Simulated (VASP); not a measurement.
A run of VASP 6.6.1 is set up as follows.

File INCAR:

```
SYSTEM = Ir
ALGO = Normal
EDIFF = 1E-6
ENCUT = 560
GGA_COMPAT = .False.
ISIF = 2
ISMEAR = 0
LASPH = .True.
LCHARG = .True.
LELF = .True.
LREAL = .False.
LVHAR = .True.
LWAVE = .False.
NBANDS = 24
NELM = 120
PREC = Accurate
SIGMA = 0.1
```

The input KPOINTS:

```
k-points
0
Gamma
  18 18 10
  0 0 0
```

File POSCAR:

```
Ir
1.0
    2.7052686553      0.0000000000      0.0000000000
   -1.3526343277      2.3428313795      0.0000000000
    0.0000000000      0.0000000000      4.3862420605
Ir
2
Direct
    0.6666666667      0.3333333333      0.7500000000
    0.3333333333      0.6666666667      0.2500000000
```

Potentials or basis: VASP PAW LDA potentials, release 64 (Ir_sv_GW).

Command:

```sh
$ cat potpaw_LDA.64/Ir_sv_GW/POTCAR > POTCAR
$ mpirun -np 1 vasp_std > vasp.out
```

Question: Predict the pressure.

Answer: -0.4 GPa.

Question: What does it give for the band gap on the k mesh?

Answer: Zero (bands 17 and 18 overlap by 3.47 eV).

Caveat: spin-orbit coupling is left out, which moves the levels of the heavy elements.
